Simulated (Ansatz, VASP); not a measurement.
# Ta3H: VASP beside Ansatz

INCAR

```
SYSTEM = Ta3H
  ALGO = Normal
  DIPOL = 0.5 0.5 0.342
  EDIFF = 1E-6
  ENCUT = 520
  GGA = PE
  IDIPOL = 3
  ISIF = 2
  ISMEAR = 0
  ISPIN = 2
  LASPH = .TRUE.
  LCHARG = .FALSE.
  LDIPOL = .TRUE.
  LMAXMIX = 4
  LORBIT = 11
  LREAL = .FALSE.
  LWAVE = .FALSE.
  MAGMOM = 0 0 0 1
  NBANDS = 29
  NELM = 150
  PREC = Accurate
  SIGMA = 0.1
```

File KPOINTS:

```
k-points
0
G
  10 10 1
  0 0 0
```

POSCAR

```
Ta3H
1.0
    2.8743098520      0.0000000000      0.0000000000
   -0.9581032840      2.7099253168      0.0000000000
    0.0000000000      0.0000000000     21.5266897253
Ta H
3 1
Direct
    0.5000000000      0.5000000000      0.1858158431
    0.0000000000      0.0000000000      0.2909732295
    0.5000000000      0.5000000000      0.3960985100
    0.5000000000      0.5000000000      0.4969036049
```

Input for Ansatz:

```yaml
crystal:
  lattice:
    - [2.874309852, 0.0, 0.0]
    - [-0.958103284, 2.7099253168, 0.0]
    - [0.0, 0.0, 21.5266897253]
  atoms:
    - { symbol: Ta, position: [0.5, 0.5, 0.1858158431] }
    - { symbol: Ta, position: [0.0, 0.0, 0.2909732295] }
    - { symbol: Ta, position: [0.5, 0.5, 0.39609851] }
    - { symbol: H, position: [0.5, 0.5, 0.4969036049], spin: 1.0 }
basis:
  ecutwfc: 420
kpoints:
  mp_grid: { grid: [10, 10, 1] }
hamiltonian:
  xc: pbe
  pseudopotentials: { kind: paw, azcp: { folder: soft_1 } }
scf:
  occupations: { method: gaussian, width: 0.1 }
output:
  forces: true
  eigenvalues: true
  populations: true
magnetization:
  spin_polarized: true
efield:
  axis: 3
  dipole_correction: true
  ramp_width: 0.04
```

Alike in both runs: task single point; functional PBE; k mesh 10 × 10 × 1; occupations gaussian, width 0.1 eV; collinear spin.

|  | VASP | Ansatz |
| --- | --- | --- |
| version | VASP 6.6.1 | Ansatz 0.2.0 |
| potentials or method | VASP PAW PBE potentials, release 64 (Ta_pv, H), cutoff 520 eV | scalar-relativistic, plane waves, PAW |
| valence electrons in the cell | 34 | 40 |

|  | VASP | Ansatz | Ansatz less VASP |
| --- | --- | --- | --- |
| gap on the k mesh at the Fermi level (eV) | none | none | - |
| rms of the force components (eV/Å) | 0.891 | 0.889 | -0.0012 |
| net moment per atom (μB) | 0.00 | 0.00 | 0.000 |

Atom by atom the forces differ by 0.002 eV/Å (rms over components). A gap of «none» marks a metal or a gap that the smearing closes. The functional is the same, so the differences come from potentials, cutoffs and numerics. VASP's potentials hold 34 valence electrons a cell and Ansatz's 40, so a difference there can come from the potentials and not from the codes. Ansatz's warnings: seeded moment not kept.

Spin-orbit coupling is off throughout.
